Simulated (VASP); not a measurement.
Input of a VASP 6.6.1 run:

The input INCAR:

```
PREC = Accurate ; ENCUT = 520
EDIFF = 1E-6 ; ISMEAR = 0
SIGMA = 0.1 ; LREAL = False
LASPH = True ; NELM = 60
ALGO = Normal ; ISIF = 2
LWAVE = False ; LCHARG = True
GGA = PE ; LELF = True
LVHAR = True ; NBANDS = 10
```

The input KPOINTS:

```
Automatic mesh
0
Gamma
  18 18 18
```

POSCAR

```
Ir
1.0
    0.0000000000      1.9352838162      1.9352838162
    1.9352838162      0.0000000000      1.9352838162
    1.9352838162      1.9352838162      0.0000000000
Ir
1
Direct
    0.0000000000      0.0000000000      0.0000000000
```

Potentials or basis: VASP PAW PBE potentials, release 64 (Ir).

The run is started by

```sh
$ cat potpaw_PBE.64/Ir/POTCAR > POTCAR
$ mpirun -np 1 vasp_std > vasp.out
```

Task: What does it give for the band gap on the k mesh?

Result: Zero (an odd number of electrons rules out a gap without spin polarisation).

Task: What does it give for the pressure?

Result: 0.5 GPa.

Caveat: spin-orbit coupling is left out, which moves the levels of the heavy elements.
